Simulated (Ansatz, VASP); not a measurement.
**One calculation of NaCl, two programs**

INCAR

```
ALGO = Normal
EDIFF = 1E-6
ENCUT = 520
GGA = PS
ISIF = 2
ISMEAR = 0
LASPH = T
LCHARG = F
LREAL = F
LWAVE = F
NBANDS = 14
NELM = 80
PREC = Accurate
SIGMA = 0.02
```

Contents of KPOINTS:

```
k-points
0
Gamma
  8 8 8
```

File POSCAR:

```
NaCl
1.0
    0.0000000000      2.5731386328      2.5731386328
    2.5731386328      0.0000000000      2.5731386328
    2.5731386328      2.5731386328      0.0000000000
Na Cl
1 1
Direct
    0.0000000000      0.0000000000      0.0000000000
    0.5000000000      0.5000000000      0.5000000000
```

Input for Ansatz:

```yaml
crystal:
  lattice:
    - [0.0, 2.5731386328, 2.5731386328]
    - [2.5731386328, 0.0, 2.5731386328]
    - [2.5731386328, 2.5731386328, 0.0]
  atoms:
    - { symbol: Na, position: [0.0, 0.0, 0.0] }
    - { symbol: Cl, position: [0.5, 0.5, 0.5] }
basis:
  ecutwfc: 420
kpoints:
  mp_grid: { grid: [8, 8, 8] }
  band_path:
    path:
      - [[0.0, 0.0, 0.0], [0.5, 0.0, 0.5], [0.625, 0.25, 0.625]]
      - [[0.375, 0.375, 0.75], [0.0, 0.0, 0.0], [0.5, 0.5, 0.5], [0.5, 0.25, 0.75], [0.5, 0.0, 0.5]]
    npoints: 12
hamiltonian:
  xc: pbesol
scf:
  occupations: { method: gaussian, width: 0.02 }
  n_extra_bands: 6
output:
  forces: true
  stress: true
  eigenvalues: true
```

Alike in both runs: task single point; functional PBEsol; k mesh 8 × 8 × 8; occupations gaussian, width 0.02 eV; no spin polarisation.

```csv
,VASP,Ansatz
version,VASP 6.6.1,Ansatz 0.2.0
potentials or method,"VASP PAW PBE potentials, release 64 (Na_pv, Cl), cutoff 520 eV","scalar-relativistic, plane waves, PAW"
valence electrons in the cell,14,16
```

```tsv
	VASP	Ansatz	Ansatz less VASP
gap on the k mesh at the Fermi level (eV)	6.18	6.18	+0.005
least direct gap on the mesh (eV)	6.18	6.18	+0.005
pressure (GPa)	12.2	12.0	-0.16
```

VASP's potentials were made for PBE, not for PBEsol. VASP's potentials hold 14 valence electrons a cell and Ansatz's 16, so a difference there can come from the potentials and not from the codes.
